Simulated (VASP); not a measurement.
**Pb: single point with LDA**

Pb:

```
Pb
1.0
    -1.97966    1.97966    1.97966
     1.97966   -1.97966    1.97966
     1.97966    1.97966   -1.97966
Pb
1
Direct
  0.00000 0.00000 0.00000
```

- Program: VASP 6.6.1
- Task: single point
- Functional: LDA
- Potentials or basis: VASP PAW LDA potentials, release 64 (Pb_d)
- Cutoff: 520 eV
- k mesh: 13 × 13 × 13
- Occupations: fermi-dirac, width 0.08 eV
- Spin: no spin polarisation

| Quantity | Value |
| --- | --- |
| Pressure | -3.0 GPa |
| Band gap on the k mesh | zero (band 7 reaches 14.11 eV, above the bottom of band 8 at 4.88 eV) |

Levels at points of the mesh, in eV from the Fermi level:
```tsv
k point	band 3	band 4	band 5	band 6	band 7	band 8	band 9	band 10	band 11	band 12
(0.00, 0.00, 0.00)	-17.05	-16.82	-16.82	-11.62	7.36	7.36	7.36	11.12	11.12	11.12
```

It took 29 s on 1 thread of Intel(R) Xeon(R) Platinum 8375C CPU @ 2.90GHz (Ice Lake), with other jobs on the host, peak memory 0.16 GiB.

Caveat: spin-orbit coupling is left out, which moves the levels of the heavy elements.
